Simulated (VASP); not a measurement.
# MnS (Fm-3m) in VASP: a series of runs

Aim: see how the results for MnS move with the level of theory and the settings. Levels: LDA, RPBE, BLYP+D3(BJ). Tasks: single point, relaxation of cell and atoms.

Program: VASP 6.6.1. These are calculated values, not measurements. Logs are shortened: lines on timing, memory, paths and dates and some standing lists are left out, and cuts for length are marked.

## 1. The cell of the first run

Symmetry: Fm-3m, No. 225, cubic system. Conventional cell: a = 5.209 Å, b = 5.209 Å, c = 5.209 Å, α = 90.00°, β = 90.00°, γ = 90.00°. Mn (site symmetry m-3m) has 6 S at 2.60 Å within 3.4 Å. Within 3.4 Å of S (site symmetry m-3m) lie 6 Mn at 2.60 Å.

## 2. Single point, LDA, collinear spin, ferromagnetic start

File INCAR:

```
  PREC = Accurate
  ENCUT = 520
  EDIFF = 1E-7
  ISMEAR = -1
  SIGMA = 0.05
  LREAL = False
  LASPH = True
  NELM = 150
  ALGO = Normal
  ISIF = 2
  LWAVE = False
  LCHARG = False
  ISPIN = 2
  MAGMOM = 4 0
  LORBIT = 11
  LMAXMIX = 4
  GGA = CA
  NBANDS = 20
```

File KPOINTS:

```
regular mesh
0
Gamma
  9 9 9
```

File POSCAR:

```
MnS
1.0
    0.0000000000      2.6045000000      2.6045000000
    2.6045000000      0.0000000000      2.6045000000
    2.6045000000      2.6045000000      0.0000000000
Mn S
1 1
Direct
    0.0000000000      0.0000000000      0.0000000000
    0.5000000000      0.5000000000      0.5000000000
```

Potentials or basis: VASP PAW LDA potentials, release 64 (Mn_pv, S).

Started as:

```bash
$ cat potpaw_LDA.64/Mn_pv/POTCAR potpaw_LDA.64/S/POTCAR > POTCAR
$ mpirun -np 1 vasp_std > vasp.out
```

OUTCAR:

```text
PREC = Accurate
   ENCUT = 520
   EDIFF = 1E-7
   ISMEAR = -1
   LREAL = False
   LASPH = True
   NELM = 150
   ISIF = 2
   ISPIN = 2
   LORBIT = 11
   GGA = CA

 ion  position               nearest neighbor table
   1  0.000  0.000  0.000-   2 2.60   2 2.60   2 2.60   2 2.60   2 2.60   2 2.60
   2  0.500  0.500  0.500-   1 2.60   1 2.60   1 2.60   1 2.60   1 2.60   1 2.60

  LATTYP: Found a face centered cubic cell.
 ALAT       =     5.2090000000

  Lattice vectors:

 A1 = (   0.0000000000,   2.6045000000,   2.6045000000)
 A2 = (   2.6045000000,   0.0000000000,   2.6045000000)
 A3 = (   2.6045000000,   2.6045000000,   0.0000000000)

Analysis of symmetry for initial positions (statically):
=====================================================================
 Subroutine PRICEL returns:
 Original cell was already a primitive cell.

 Routine SETGRP: Setting up the symmetry group for a
 face centered cubic supercell.

 Subroutine GETGRP returns: Found 48 space group operations
 (whereof 48 operations were pure point group operations)
 out of a pool of 48 trial point group operations.

The static configuration has the point symmetry O_h .

Analysis of symmetry for dynamics (positions and initial velocities):
=====================================================================
 Subroutine PRICEL returns:
 Original cell was already a primitive cell.

 Routine SETGRP: Setting up the symmetry group for a
 face centered cubic supercell.

 Subroutine GETGRP returns: Found 48 space group operations
 (whereof 48 operations were pure point group operations)
 out of a pool of 48 trial point group operations.

The dynamic configuration has the point symmetry O_h .

Analysis of structural, dynamic, and magnetic symmetry:
=====================================================================
 Subroutine PRICEL returns:
 Original cell was already a primitive cell.

 Routine SETGRP: Setting up the symmetry group for a
 face centered cubic supercell.

 Subroutine GETGRP returns: Found 48 space group operations
 (whereof 48 operations were pure point group operations)
 out of a pool of 48 trial point group operations.

The overall configuration has the point symmetry O_h .

 Subroutine INISYM returns: Found 48 space group operations
 (whereof 48 operations are pure point group operations),
 and found     1 'primitive' translations

----------------------------------------------------------------------------------------

                                     Primitive cell

[... 106 lines left out ...]
   EFERMI_NEDOS =   21; number of points for ismear=-14 and -15
   IALGO  =     38    algorithm
   IMIX   =      4    mixing-type and parameters
     AMIX     =   0.40;   BMIX     =  1.00
     AMIX_MAG =   1.60;   BMIX_MAG =  1.00
  volume/ion in A,a.u.               =      17.67       119.23
  Fermi-wavevector in a.u.,A,eV,Ry     =   1.331246  2.515690 24.112464  1.772216
  Thomas-Fermi vector in A             =   2.460272
   LORBIT       =     11    0 simple, 1 ext, 2 COOP (PROOUT), +10 PAW based schemes
   GGA     = CA    functional components
   LHFCALC =     F    Hartree Fock is set to
   AEXX    =    0.0000 exact exchange contribution
   IVDW    =     0    specifies the selected vdW correction
   LEPSILON=     F    determine dielectric tensor
   LRPA    =     F    only Hartree local field effects (RPA)
 spin polarized calculation
  energy-cutoff  :      520.00
  volume of cell :       35.33
 maximum number of plane-waves:       963
   NGX = 13   NGY = 13   NGZ = 13

 number of electron      18.9999989 magnetization       4.4986104

 Free energy of the ion-electron system (eV)
  ---------------------------------------------------
  ext. energy  EPLUGINS =         0.00000000
  ---------------------------------------------------
  free energy    TOTEN  =       -14.97902483 eV

  energy without entropy =      -14.96825187  energy(sigma->0) =      -14.97363835

 E-fermi :   6.3439     XC(G=0): -10.9791

 val. band max:        6.3429566401   @ k =   0.4444   0.2222   0.1111
 cond. band min:       6.3870824411   @ k =   0.0000   0.0000   0.0000
 fundamental gap:      0.0441258011
 Fermi energy:         6.3439066900

 spin component 1

 k-point     1 :       0.0000    0.0000    0.0000
  band No.  band energies     occupation
      1     -43.5871      1.00000
      2     -43.5871      1.00000
      3     -43.5871      1.00000
      4      -8.1335      1.00000
      5       3.2847      1.00000
      6       3.2847      1.00000
[... 541 lines left out ...]
     19      21.0922      0.00000
     20      21.0922      0.00000

 [... further k-points ...]

 spin component 2

 k-point     1 :       0.0000    0.0000    0.0000
  band No.  band energies     occupation
      1     -39.6064      1.00000
      2     -39.6064      1.00000
      3     -39.6064      1.00000
      4      -7.8305      1.00000
      5       4.7768      1.00000
      6       4.7768      1.00000
[... 541 lines left out ...]
     19      21.4560      0.00000
     20      21.4560      0.00000

 [... further k-points ...]
[... 5 lines left out ...]
  --------------------------------------------------------------------------------------
  -------------------------------------------------------------------------------------
  Total       -2.7403253     -2.7403253     -2.7403253      0.0000000      0.0000000      0.0000000
  in kB     -124.2537842   -124.2537842   -124.2537842      0.0000000      0.0000000      0.0000000
  external PRESSURE =    -124.2537842 kB  Pullay stress =       0.0000000 kB

 VOLUME and BASIS-vectors are now :
 -----------------------------------------------------------------------------
  energy-cutoff  :      520.00
  volume of cell :       35.33
      direct lattice vectors                 reciprocal lattice vectors
     0.000000000  2.604500000  2.604500000    -0.191975427  0.191975427  0.191975427
     2.604500000  0.000000000  2.604500000     0.191975427 -0.191975427  0.191975427
     2.604500000  2.604500000  0.000000000     0.191975427  0.191975427 -0.191975427

 POSITION                                       TOTAL-FORCE (eV/Angst)
 -----------------------------------------------------------------------------------
      0.00000      0.00000      0.00000         0.000000      0.000000     -0.000000
      2.60450      2.60450      2.60450        -0.000000     -0.000000      0.000000
 -----------------------------------------------------------------------------------
    total drift:                               -0.000000      0.000000      0.000000

  FREE ENERGIE OF THE ION-ELECTRON SYSTEM (eV)
  ---------------------------------------------------
  free  energy   TOTEN  =       -14.9790248272 eV

  energy  without entropy=      -14.9682518745  energy(sigma->0) =      -14.97363835

 total charge

# of ion       s       p       d       tot
------------------------------------------
    1        0.222   6.162   4.963  11.347
    2        1.329   2.357   0.000   3.686
--------------------------------------------------
tot          1.551   8.519   4.963  15.033

 magnetization (x)

# of ion       s       p       d       tot
------------------------------------------
    1        0.046   0.032   3.986   4.064
    2        0.024   0.069   0.000   0.094
--------------------------------------------------
tot          0.070   0.102   3.986   4.158
```

stdout:

```text
POSCAR found type information on POSCAR MnS
 POSCAR found :  2 types and       2 ions
 scaLAPACK will be used
 LDA part: xc-table for (Slater(with rela. corr.)+CA(PZ))
 , standard interpolation
 POSCAR, INCAR and KPOINTS ok, starting setup
 FFT: planning ... GRIDC
 FFT: planning ... GRID_SOFT
 FFT: planning ... GRID
 WAVECAR not read
 entering main loop
```

It took 42 s on 1 thread of Intel Xeon Platinum 8259CL at 2.50GHz (Skylake/Cascade Lake), shared host; peak memory 0.16 GiB.

What came out:

- Free energy: -14.9790 eV
- Pressure: -12.4 GPa
- Net moment: 4.50 μB per cell
- Site moments: Mn +4.06; S +0.09 μB
- Valence electrons inside the program's atomic spheres: Mn 11.35; S 3.69

Caveat: the cell stands under tension; a cell with one magnetic atom can't hold antiferromagnetic order, which such compounds often take; semilocal functionals often make such compounds metallic where correlation or magnetic order opens a gap, which also shifts bond lengths.

## 3. Single point, RPBE, collinear spin, ferromagnetic start

File INCAR:

```
ALGO = Normal
EDIFF = 1E-6
ENCUT = 520
GGA = RP
ISIF = 2
ISMEAR = -1
ISPIN = 2
LASPH = True
LCHARG = False
LMAXMIX = 4
LORBIT = 11
LREAL = False
LWAVE = False
MAGMOM = 4 0
NBANDS = 20
NELM = 150
PREC = Accurate
SIGMA = 0.05
```

File KPOINTS:

```
k-points
0
Gamma
  9 9 9
```

POSCAR is that of step 2.

Potentials or basis: VASP PAW PBE potentials, release 64 (Mn_pv, S).

Started as:

```bash
$ cat potpaw_PBE.64/Mn_pv/POTCAR potpaw_PBE.64/S/POTCAR > POTCAR
$ mpirun -np 1 vasp_std > vasp.out
```

Run time: 52 s. Hardware: 1 thread of Intel Xeon Platinum 8259CL at 2.50GHz (Skylake/Cascade Lake), shared host; peak memory 0.19 GiB.

Results (log left out):

```yaml
Free_energy: -13.4644 eV
Pressure: 0.5 GPa
Net_moment: 4.77 μB per cell
Site_moments: Mn +4.30; S +0.11 μB
Valence_electrons_inside_the_program's_atomic_spheres: Mn 11.29; S 3.75
```

Levels at points of the mesh, in eV from the Fermi level:
Spin up:
```tsv
k point	band 9	band 10	band 11	band 12	band 13	band 14	band 15	band 16
(0.00, 0.00, 0.00)	-3.37	-1.90	-1.90	-1.90	1.76	8.54	8.54	8.54
```
Spin down:
```csv
k point,band 4,band 5,band 6,band 7,band 8,band 9,band 10,band 11
"(0.00, 0.00, 0.00)",-14.30,-1.68,-1.68,-1.68,0.40,0.40,0.40,0.42
```

Caveat: the PAW data sets were made with another functional, which shifts forces and pressure a little; a cell with one magnetic atom can't hold antiferromagnetic order, which such compounds often take; semilocal functionals often make such compounds metallic where correlation or magnetic order opens a gap, which also shifts bond lengths.

## 4. Relaxation of cell and atoms, BLYP+D3(BJ), collinear spin, ferromagnetic start

File INCAR:

```
PREC     = Accurate       # precision mode
ENCUT    = 600            # plane-wave cutoff, eV
EDIFF    = 1E-6           # SCF threshold, eV
ISMEAR   = -1             # smearing method
SIGMA    = 0.05           # smearing width, eV
LREAL    = False          # projectors in reciprocal space
LASPH    = True           # aspherical terms in the spheres
NELM     = 150            # most SCF steps
ALGO     = Normal         # electronic algorithm
ISIF     = 3              # what is computed and relaxed
LWAVE    = False          # write WAVECAR
LCHARG   = False          # write CHGCAR
ISPIN    = 2              # spin polarisation
MAGMOM   = 4 0            # initial moments
LORBIT   = 11             # projections on sites
LMAXMIX  = 4              # l up to which the mixer works
GGA      = B5             # functional
ALDAX    = 1.0          
AGGAX    = 1.0          
AGGAC    = 1.0          
ALDAC    = 0.0          
IVDW     = 12             # dispersion correction
VDW_S6   = 1.0          
VDW_S8   = 2.6996       
VDW_A1   = 0.4298       
VDW_A2   = 4.2359       
IBRION   = 2              # ionic algorithm
NSW      = 60             # ionic steps
EDIFFG   = -0.01          # ionic threshold
```

File KPOINTS:

```
regular mesh
0
Gamma
  9 9 9
```

POSCAR is that of step 3.

Started as:

```bash
$ cat potpaw_PBE.64/Mn_pv/POTCAR potpaw_PBE.64/S/POTCAR > POTCAR
$ mpirun -np 1 vasp_std > vasp.out
```

Wall time 7.7 min (1 thread of Intel Xeon Platinum 8259CL at 2.50GHz (Skylake/Cascade Lake), shared host); peak memory 0.22 GiB.

Results (log left out):

* Free energy: -14.4805 eV
* Relaxed volume: 15.82 Å³/atom
* Relaxed cell: a = 3.550 Å, b = 3.550 Å, c = 3.550 Å, α = 60.00°, β = 60.00°, γ = 60.00°
* Space group after relaxing (to 0.1 Å): Fm-3m (No. 225)
* Energy gained by relaxing: 58.5 meV/atom
* Ionic steps: 12
* Pressure after relaxing: -0.1 GPa
* Net moment: 4.16 μB per cell
* Site moments: Mn +3.84; S +0.08 μB
* Valence electrons inside the program's atomic spheres: Mn 11.47; S 3.78
* Dispersion energy per atom: -1.018 eV

Step by step:
```csv
step,energy change (eV),largest force (eV/Å),pressure (GPa),volume (Å³)
1,0.0000,0.0000,-7.03,35.33
2,-0.1124,0.0000,15.96,31.52
3,-0.0513,0.0000,-5.73,34.04
4,-0.0753,0.0000,-4.97,33.32
5,-0.1007,0.0000,-4.02,32.41
6,-0.1115,0.0000,-3.68,31.96
7,-0.1161,0.0000,-2.64,31.74
8,-0.1170,0.0000,0.77,31.63
9,-0.1112,0.0000,-3.61,31.98
10,-0.1168,0.0000,-1.65,31.69
11,-0.1170,0.0000,-0.16,31.65
12,-0.1170,0.0000,-0.06,31.65
```

Final structure:
```yaml
crystal:
  lattice:
    - [0.00000, 2.51049, 2.51049]
    - [2.51049, 0.00000, 2.51049]
    - [2.51049, 2.51049, 0.00000]
  atoms:
    - { symbol: Mn, position: [0.00000, 0.00000, 0.00000] }
    - { symbol: S, position: [0.50000, 0.50000, 0.50000] }
```

Levels at points of the mesh, in eV from the Fermi level:
Spin up:
```
           k point  band 10  band 11  band 12  band 13  band 14  band 15
(0.00, 0.00, 0.00)    -2.03    -2.03    -2.03     2.87     9.12     9.12
```
Spin down:
```
           k point  band 3  band 4  band 5  band 6  band 7  band 8  band 9  band 10  band 11  band 12
(0.00, 0.00, 0.00)  -46.25  -15.09   -1.88   -1.88   -1.88   -0.19   -0.19    -0.19    -0.11    -0.11
```

Caveat: the PAW data sets were made with another functional, which shifts forces and pressure a little; a cell with one magnetic atom can't hold antiferromagnetic order, which such compounds often take; semilocal functionals often make such compounds metallic where correlation or magnetic order opens a gap, which also shifts bond lengths. With open d or f shells a metallic result of BLYP can be an artefact of self-interaction; +U or a hybrid may open a gap.

## 5. Summary

| task | level | potentials or basis | cell | cutoff (eV) | gap on the mesh (eV) | pressure (GPa) | moment (μB) |
| --- | --- | --- | --- | --- | --- | --- | --- |
| single point | LDA | VASP PAW LDA potentials, release 64 (Mn_pv, S) | as given | 520 | none | -12.4 | 4.50 |
| single point | RPBE | VASP PAW PBE potentials, release 64 (Mn_pv, S) | as given | 520 | none | 0.5 | 4.77 |
| relaxation of cell and atoms | BLYP+D3(BJ) | VASP PAW PBE potentials, release 64 (Mn_pv, S) | relaxed | 600 | none | -0.1 | 4.16 |

Alike in all rows: spin collinear, ferromagnetic start; k mesh 9 × 9 × 9; smearing fermi-dirac 0.05 eV.

Caveats: a cell with one magnetic atom can't hold antiferromagnetic order, which such compounds often take; semilocal functionals often make such compounds metallic where correlation or magnetic order opens a gap, which also shifts bond lengths; the PAW data sets were made with another functional, which shifts forces and pressure a little (at least some runs); the cell stands under tension (at least some runs).

Absolute energies hang on the potentials; compare differences alone.
